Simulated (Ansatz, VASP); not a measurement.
Ca: VASP beside Ansatz

```
Ca
1.0
     3.80205    0.00000    0.00000
    -1.90102    3.29267    0.00000
     0.00000    0.00000    6.26149
Ca
2
Direct
  0.33333 0.66667 0.25000
  0.66667 0.33333 0.75000
```

Alike in both runs: task single point; functional PBEsol; k mesh 11 × 11 × 6; occupations fermi-dirac, width 0.1 eV; no spin polarisation.

|  | VASP | Ansatz |
| --- | --- | --- |
| version | VASP 6.6.1 | Ansatz 0.2.0 |
| potentials or method | VASP PAW PBE potentials, release 64 (Ca_sv), cutoff 520 eV | plane waves (420 eV) with PAW, scalar-relativistic |
| valence electrons in the cell | 20 | 20 |

```csv
,VASP,Ansatz,Ansatz less VASP
pressure (GPa),0.8,0.8,-0.01
```

VASP's potentials were made for PBE, not for PBEsol, and Ansatz warns of the same on its side.
